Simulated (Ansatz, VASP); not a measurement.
**GeP5 in VASP and in Ansatz**

Contents of INCAR:

```
  PREC = Accurate
  ENCUT = 520
  EDIFF = 1E-6
  ISMEAR = 0
  SIGMA = 0.1
  LREAL = False
  LASPH = True
  NELM = 60
  ALGO = Normal
  ISIF = 2
  LWAVE = False
  LCHARG = True
  GGA = PE
  LELF = True
  LVHAR = True
  NBANDS = 28
```

The input KPOINTS:

```
regular mesh
0
Gamma
  4 4 4
```

Contents of POSCAR:

```
GeP5
1.0
   -2.9577717900      2.9577717900      4.0455469100
    2.9577717900     -2.9577717900      4.0455469100
    2.9577717900      2.9577717900     -4.0455469100
Ge P
1 5
Direct
    0.0000000000      0.0000000000      0.0000000000
    0.3802885500      0.8802885500      0.5000000000
    0.8802885500      0.3802885500      0.5000000000
    0.6197114500      0.1197114500      0.5000000000
    0.1197114500      0.6197114500      0.5000000000
    0.5000000000      0.5000000000      0.0000000000
```

Input for Ansatz:

```yaml
crystal:
  lattice:
    - [-2.95777179, 2.95777179, 4.04554691]
    - [2.95777179, -2.95777179, 4.04554691]
    - [2.95777179, 2.95777179, -4.04554691]
  atoms:
    - { symbol: Ge, position: [0.0, 0.0, 0.0] }
    - { symbol: P, position: [0.38028855, 0.88028855, 0.5] }
    - { symbol: P, position: [0.88028855, 0.38028855, 0.5] }
    - { symbol: P, position: [0.61971145, 0.11971145, 0.5] }
    - { symbol: P, position: [0.11971145, 0.61971145, 0.5] }
    - { symbol: P, position: [0.5, 0.5, 0.0] }
basis:
  ecutwfc: 420
kpoints:
  mp_grid: { grid: [4, 4, 4] }
hamiltonian:
  xc: pbe
scf:
  occupations: { method: gaussian, width: 0.1 }
  lower_state_search: "off"
output:
  forces: true
  stress: true
  eigenvalues: true
```

Alike in both runs: task single point; functional PBE; k mesh 4 × 4 × 4; occupations gaussian, width 0.1 eV; no spin polarisation.

```csv
,VASP,Ansatz
version,VASP 6.6.1,Ansatz 0.2.0
potentials or method,"VASP PAW PBE potentials, release 64 (Ge_d, P), cutoff 520 eV","scalar-relativistic, plane waves, PAW"
valence electrons in the cell,39,39
```

```tsv
	VASP	Ansatz	Ansatz less VASP
gap on the k mesh at the Fermi level (eV)	none	none	-
pressure (GPa)	2.3	2.5	+0.20
traceless stress, the component that is largest in VASP (GPa)	26.23	26.55	+0.322
rms of the force components (eV/Å)	1.648	1.682	+0.0337
```

Atom by atom the forces differ by 0.034 eV/Å (rms over components). A gap of «none» marks a metal or a gap that the smearing closes. With one functional, cell and mesh, what is left measures potentials, basis and numerics.

The k mesh is coarse, so the values compare programs but aren't converged.
